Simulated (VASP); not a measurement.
A run of VASP 6.6.1:

INCAR

```
SYSTEM = HfN
ALGO = Normal
EDIFF = 1E-6
ENCUT = 520
GGA = CA
ISIF = 2
ISMEAR = -1
LASPH = .True.
LCHARG = .False.
LDAU = .True.
LDAUJ = 0 0
LDAUL = 2 -1
LDAUPRINT = 1
LDAUTYPE = 2
LDAUU = 2 0
LMAXMIX = 4
LREAL = .False.
LWAVE = .False.
NBANDS = 14
NELM = 150
PREC = Accurate
SIGMA = 0.05
```

Contents of KPOINTS:

```
k-points
0
Gamma
  9 9 9
  0 0 0
```

Contents of POSCAR:

```
HfN
1.0
    0.0000000000      2.4250978571      2.4250978571
    2.4250978571      0.0000000000      2.4250978571
    2.4250978571      2.4250978571      0.0000000000
Hf N
1 1
Direct
    0.0000000000      0.0000000000      0.0000000000
    0.2500000000      0.2500000000      0.2500000000
```

Potentials or basis: VASP PAW LDA potentials, release 64 (Hf_pv, N).

Run with:

```bash
$ cat potpaw_LDA.64/Hf_pv/POTCAR potpaw_LDA.64/N/POTCAR > POTCAR
$ mpirun -np 1 vasp_std > vasp.out
```

Hardware: 1 thread of Intel Xeon 6975P-C (shared host).

Q: Estimate the wall time of this run.

A: Run time: 14 s on 1 thread of Intel Xeon 6975P-C, on a shared host, peak memory 0.15 GiB. Counts: scf iterations 13, k points 35.
